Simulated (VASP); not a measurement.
The system is Pt.

```
CELL_PARAMETERS angstrom
0.00000 1.96000 1.96000
1.96000 0.00000 1.96000
1.96000 1.96000 0.00000
ATOMIC_POSITIONS crystal
Pt 0.00000 0.00000 0.00000
```

```yaml
Program: VASP 6.6.1
Task: relaxation of cell and atoms
Functional: LDA
Potentials_or_basis: VASP PAW LDA potentials, release 64 (Pt)
Cutoff: 500 eV
k_mesh: 9 × 9 × 9
Occupations: gaussian, width 0.05 eV
Spin: no spin polarisation
```

At the start: pressure -5.7 GPa; volume 15.06 Å³/atom.

Q: Where does the relaxation end?

A: Over 3 steps the energy falls by 5.2 meV/atom and the volume is 14.78 Å³/atom (-1.9 %); space group Fm-3m (No. 225, to 0.1 Å) before and after.

The path:
| step | energy change (eV) | largest force (eV/Å) | pressure (GPa) | volume (Å³) |
| --- | --- | --- | --- | --- |
| 1 | 0.0000 | 0.0000 | -5.65 | 15.06 |
| 2 | 0.0471 | 0.0000 | 21.21 | 13.93 |
| 3 | -0.0052 | 0.0000 | -0.14 | 14.78 |

Final structure:
```cif
data_structure
_symmetry_space_group_name_H-M 'P 1'
_symmetry_Int_Tables_number 1
_cell_length_a 2.7545
_cell_length_b 2.7545
_cell_length_c 2.7545
_cell_angle_alpha 60.000
_cell_angle_beta 60.000
_cell_angle_gamma 60.000
_cell_volume 14.78
loop_
_atom_site_label
_atom_site_type_symbol
_atom_site_fract_x
_atom_site_fract_y
_atom_site_fract_z
_atom_site_occupancy
Pt1 Pt 0.00000 0.00000 0.00000 1
```
